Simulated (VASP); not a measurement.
AgCl (Chlorargyrite), 2 atoms in the cell. Symmetry: Fm-3m, No. 225, cubic system. The conventional cell has a = 5.542 Å, b = 5.542 Å, c = 5.542 Å, α = 90.00°, β = 90.00°, γ = 90.00°. Within 3.7 Å of Ag (site symmetry m-3m) lie 6 Cl at 2.77 Å. Cl (site symmetry m-3m) has 6 Ag at 2.77 Å within 3.7 Å. 

* Program: VASP 6.6.1
* Task: single point
* Functional: LDA
* Potentials or basis: VASP PAW LDA potentials, release 64 (Ag, Cl)
* Cutoff: 520 eV
* k mesh: 7 × 7 × 7
* Occupations: fermi-dirac, width 0.05 eV
* Spin: no spin polarisation
* Dipole correction: no
* Further INCAR settings: ALGO = Normal; EDIFF = 1e-06; NBANDS = 16

Potentials or basis: VASP PAW LDA potentials, release 64 (Ag, Cl).

Launch:

```sh
$ cat potpaw_LDA.64/Ag/POTCAR potpaw_LDA.64/Cl/POTCAR > POTCAR
$ mpirun -np 1 vasp_std > vasp.out
```

Hardware: 1 thread of Intel(R) Xeon(R) Platinum 8375C CPU @ 2.90GHz (Ice Lake), with other jobs on the host.

Problem. How long does it take, and how much memory?

Solution. It took 10 s on 1 thread of Intel(R) Xeon(R) Platinum 8375C CPU @ 2.90GHz (Ice Lake), with other jobs on the host, peak memory 0.15 GiB. Counts: scf iterations 11, k points 20.
